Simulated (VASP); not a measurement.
# LiAl2B2 (P3m1) in VASP: density of states with PBE

Aim: the density of states of LiAl2B2 with PBE.

Program: VASP 6.6.1. These are calculated values, not measurements. Logs are shortened: lines on timing, memory, paths and dates and some standing lists are left out, and cuts for length are marked.

## (1) The cell of the first run

It takes space group P3m1 (No. 156, trigonal). The conventional cell has a = 3.003 Å, b = 3.003 Å, c = 7.778 Å, α = 90.00°, β = 90.00°, γ = 120.00°. Li (site symmetry 3m) has 6 B at 2.35 to 2.36 Å and 4 Al at 2.97 to 3.10 Å and 6 Li at 3.00 Å within 3.1 Å. Al (site symmetry 3m) has 6 B at 2.28 to 2.29 Å and 3 Al at 2.86 Å within 3.0 Å. Al (site symmetry 3m) has 9 Al at 2.86 to 3.00 Å and 3 Li at 2.97 Å and 1 B at 3.78 Å within 3.8 Å. Within 2.3 Å of B (site symmetry 3m) lie 3 B at 1.73 Å and 3 Al at 2.29 Å. B (site symmetry 3m) has 3 B at 1.73 Å and 3 Al at 2.28 Å within 2.3 Å.

## (2) Density of states, PBE

File POSCAR:

```
LiAl2B2
1.0
    3.0028558832      0.0000000000      0.0000000000
   -1.5014279416      2.6005494787      0.0000000000
    0.0000000000      0.0000000000      7.7783429400
Li Al B
1 2 2
Direct
    0.0000000000      0.0000000000      0.0655088848
    0.0000000000      0.0000000000      0.4634726644
    0.3333333333      0.6666666667      0.7561842990
    0.3333333333      0.6666666667      0.2702866086
    0.6666666667      0.3333333333      0.2722246833
```

File INCAR.step1:

```
PREC = Accurate
ENCUT = 520
EDIFF = 1E-6
ISMEAR = 0
SIGMA = 0.1
LREAL = F
LASPH = T
NELM = 100
ALGO = Normal
ISIF = 2
LWAVE = F
LCHARG = T
GGA = PE
NBANDS = 16
```

File KPOINTS.step1:

```
Automatic mesh
0
Gamma
  12 12 6
```

File INCAR.step2:

```
PREC = Accurate
ENCUT = 520
EDIFF = 1E-6
ISMEAR = -5
SIGMA = 0.1
LREAL = F
LASPH = T
NELM = 100
ALGO = Normal
ISIF = 2
LWAVE = F
LCHARG = F
GGA = PE
LORBIT = 11
NBANDS = 16
NEDOS = 2001
ICHARG = 11
```

File KPOINTS.step2:

```
Automatic mesh
0
Gamma
  18 18 9
```

Potentials or basis: VASP PAW PBE potentials, release 64 (Li_sv, Al, B).

On the command line:

```
$ cat potpaw_PBE.64/Li_sv/POTCAR potpaw_PBE.64/Al/POTCAR potpaw_PBE.64/B/POTCAR > POTCAR
$ cp INCAR.step1 INCAR
$ cp KPOINTS.step1 KPOINTS
$ mpirun -np 1 vasp_std > vasp.out
$ cp INCAR.step2 INCAR
$ cp KPOINTS.step2 KPOINTS
$ mpirun -np 1 vasp_std > vasp.out
```

OUTCAR:

```text
PREC = Accurate
   ENCUT = 520
   EDIFF = 1E-6
   ISMEAR = -5
   LREAL = F
   LASPH = T
   NELM = 100
   ISIF = 2
   GGA = PE
   LORBIT = 11
   ICHARG = 11

 ion  position               nearest neighbor table
   1  0.000  0.000  0.066-   4 2.35   4 2.35   4 2.35   5 2.36   5 2.36   5 2.36   3 2.97   3 2.97
                             3 2.97
   2  0.000  0.000  0.463-   5 2.28   5 2.28   5 2.28   4 2.29   4 2.29   4 2.29   3 2.86   3 2.86
                             3 2.86
   3  0.333  0.667  0.756-   2 2.86   2 2.86   2 2.86   1 2.97   1 2.97   1 2.97
   4  0.333  0.667  0.270-   5 1.73   5 1.73   5 1.73   2 2.29   2 2.29   2 2.29   1 2.35   1 2.35
                             1 2.35
   5  0.667  0.333  0.272-   4 1.73   4 1.73   4 1.73   2 2.28   2 2.28   2 2.28   1 2.36   1 2.36
                             1 2.36

  LATTYP: Found a hexagonal cell.
 ALAT       =     3.0028558832
 C/A-ratio  =     2.5903151009

  Lattice vectors:

 A1 = (   3.0028558832,   0.0000000000,   0.0000000000)
 A2 = (  -1.5014279416,   2.6005494787,   0.0000000000)
 A3 = (   0.0000000000,   0.0000000000,   7.7783429400)

Analysis of symmetry for initial positions (statically):
=====================================================================
 Subroutine PRICEL returns:
 Original cell was already a primitive cell.

 Routine SETGRP: Setting up the symmetry group for a
 hexagonal supercell.

 Subroutine GETGRP returns: Found  6 space group operations
 (whereof  6 operations were pure point group operations)
 out of a pool of 24 trial point group operations.

The static configuration has the point symmetry C_3v.

Analysis of symmetry for dynamics (positions and initial velocities):
=====================================================================
 Subroutine PRICEL returns:
 Original cell was already a primitive cell.

 Routine SETGRP: Setting up the symmetry group for a
 hexagonal supercell.

 Subroutine GETGRP returns: Found  6 space group operations
 (whereof  6 operations were pure point group operations)
 out of a pool of 24 trial point group operations.

The dynamic configuration has the point symmetry C_3v.

 Subroutine INISYM returns: Found  6 space group operations
 (whereof  6 operations are pure point group operations),
 and found     1 'primitive' translations

----------------------------------------------------------------------------------------

                                     Primitive cell

  volume of cell :      60.7417

[... 110 lines left out ...]
   EFERMI =   0.00;   METHOD = LEGACY
   ISMEAR =    -5;   SIGMA  =   0.10  broadening in eV -4-tet -1-fermi 0-gaus
   EFERMI_NEDOS =   21; number of points for ismear=-14 and -15
   IALGO  =     38    algorithm
   IMIX   =      4    mixing-type and parameters
     AMIX     =   0.40;   BMIX     =  1.00
     AMIX_MAG =   1.60;   BMIX_MAG =  1.00
  volume/ion in A,a.u.               =      12.15        81.98
  Fermi-wavevector in a.u.,A,eV,Ry     =   1.027093  1.940924 14.353053  1.054920
  Thomas-Fermi vector in A             =   2.161020
   LORBIT       =     11    0 simple, 1 ext, 2 COOP (PROOUT), +10 PAW based schemes
   GGA     = PE    functional components
   LHFCALC =     F    Hartree Fock is set to
   AEXX    =    0.0000 exact exchange contribution
   IVDW    =     0    specifies the selected vdW correction
   LEPSILON=     F    determine dielectric tensor
   LRPA    =     F    only Hartree local field effects (RPA)
 non-spin polarized calculation
 Fermi weights with tetrahedron method with Bloechl corrections
  energy-cutoff  :      520.00
  volume of cell :       60.74
 maximum number of plane-waves:      1685
 NGX is ok and might be reduce to    24

 number of electron      15.0000001 magnetization

 Free energy of the ion-electron system (eV)
  ---------------------------------------------------
  ext. energy  EPLUGINS =         0.00000000
  ---------------------------------------------------
  free energy    TOTEN  =       -23.33649610 eV

  energy without entropy =      -23.33649610  energy(sigma->0) =      -23.33649610

 E-fermi :   6.1427     XC(G=0): -10.0576

 val. band max:        6.1288304087   @ k =  -0.2222   0.5000   0.2222
 cond. band min:       6.0799205946   @ k =  -0.1667   0.4444   0.2222
 fundamental gap:     -0.0489098141
 Fermi energy:         6.1427227629

 k-point     1 :       0.0000    0.0000    0.0000
  band No.  band energies     occupation
      1     -39.6231      2.00000
      2      -7.3859      2.00000
      3      -2.9107      2.00000
      4      -0.7898      2.00000
      5       3.3059      2.00000
      6       6.0786      2.00000
[... 433 lines left out ...]
      3      -1.8182      2.00000
      4       1.3353      2.00000
      5       2.2450      2.00000
      6       2.7064      2.00000
[... 8 lines left out ...]
     15      13.7159      0.00000
     16      16.1613      0.00000

 [... further k-points ...]

------------------------ aborting loop because EDIFF is reached ----------------------------------------

  FORCE on cell =-STRESS in cart. coord.  units (eV):
  Direction    XX          YY          ZZ          XY          YZ          ZX
  --------------------------------------------------------------------------------------
  -------------------------------------------------------------------------------------
  Total        0.0535048      0.0535048     -0.0929114      0.0000000     -0.0000000      0.0000000
  in kB        1.4112900      1.4112900     -2.4507147      0.0000000     -0.0000000      0.0000000
  external PRESSURE =       0.1239551 kB  Pullay stress =       0.0000000 kB

 VOLUME and BASIS-vectors are now :
 -----------------------------------------------------------------------------
  energy-cutoff  :      520.00
  volume of cell :       60.74
      direct lattice vectors                 reciprocal lattice vectors
     3.002855883  0.000000000  0.000000000     0.333016315  0.192267059  0.000000000
    -1.501427942  2.600549479  0.000000000     0.000000000  0.384534118  0.000000000
     0.000000000  0.000000000  7.778342940     0.000000000  0.000000000  0.128562087

 POSITION                                       TOTAL-FORCE (eV/Angst)
 -----------------------------------------------------------------------------------
      0.00000      0.00000      0.50955        -0.000000     -0.000000      0.012526
      0.00000      0.00000      3.60505        -0.000000     -0.000000     -0.007639
     -0.00000      1.73370      5.88186        -0.000000     -0.000000     -0.019338
     -0.00000      1.73370      2.10238         0.000000     -0.000000      0.008534
      1.50143      0.86685      2.11746         0.000000      0.000000      0.005917
 -----------------------------------------------------------------------------------
    total drift:                               -0.000001      0.000000      0.006226

  FREE ENERGIE OF THE ION-ELECTRON SYSTEM (eV)
  ---------------------------------------------------
  free  energy   TOTEN  =       -23.3364961047 eV

  energy  without entropy=      -23.3364961047  energy(sigma->0) =      -23.33649610

 total charge

# of ion       s       p       d       tot
------------------------------------------
    1        2.024   0.069   0.000   2.093
    2        0.387   0.363   0.000   0.750
    3        0.455   0.301   0.000   0.755
    4        0.696   1.308   0.000   2.003
    5        0.691   1.329   0.000   2.020
--------------------------------------------------
tot          4.252   3.370   0.000   7.621
```

OSZICAR.step1:

```text
N       E                     dE             d eps       ncg     rms          rms(c)
DAV:   1     0.262844585290E+02    0.26284E+02   -0.53454E+03  3200   0.789E+02
DAV:   2    -0.221989637261E+02   -0.48483E+02   -0.44381E+02  4200   0.149E+02
DAV:   3    -0.265051984931E+02   -0.43062E+01   -0.42696E+01  6080   0.324E+01
DAV:   4    -0.265790313770E+02   -0.73833E-01   -0.73807E-01  3984   0.536E+00
DAV:   5    -0.265809043895E+02   -0.18730E-02   -0.18729E-02  5128   0.733E-01    0.645E+00
DAV:   6    -0.234093723208E+02    0.31715E+01   -0.47523E+00  4280   0.130E+01    0.277E+00
DAV:   7    -0.233505615046E+02    0.58811E-01   -0.10575E+00  3920   0.448E+00    0.146E+00
DAV:   8    -0.233348702714E+02    0.15691E-01   -0.34912E-02  4728   0.109E+00    0.565E-01
DAV:   9    -0.233338384803E+02    0.10318E-02   -0.79824E-03  4176   0.509E-01    0.143E-01
DAV:  10    -0.233337122087E+02    0.12627E-03   -0.52592E-04  4256   0.150E-01    0.597E-02
DAV:  11    -0.233337126033E+02   -0.39462E-06   -0.10082E-04  4288   0.604E-02    0.240E-02
DAV:  12    -0.233337136893E+02   -0.10860E-05   -0.10406E-05  4080   0.199E-02    0.602E-03
DAV:  13    -0.233337137940E+02   -0.10475E-06   -0.12034E-06  3464   0.724E-03
   1 F= -.23333714E+02 E0= -.23331682E+02  d E =-.406328E-02
```

Wall time 1.9 min (1 thread of Intel Xeon Platinum 8488C (Sapphire Rapids), shared host); peak memory 0.37 GiB.

What came out:

```
Valence electrons inside the program's atomic spheres : Li 2.09; Al 0.75, 0.76; B 2.00, 2.02
```

Levels at points of the mesh, in eV from the Fermi level:
```csv
k point,band 5,band 6,band 7,band 8,band 9,band 10
"(0.00, 0.00, 0.00)",-2.84,-0.06,-0.06,0.59,5.27,5.27
"(0.50, 0.00, 0.00)",-3.88,-3.04,-2.86,-1.04,1.86,2.53
```

Caveat: the cutoff is under 1.25 times the usual one of these potentials, so pressure, stress and relaxed cells hold a basis-set (Pulay) error; tetrahedron occupations give inexact forces and stress in metals.
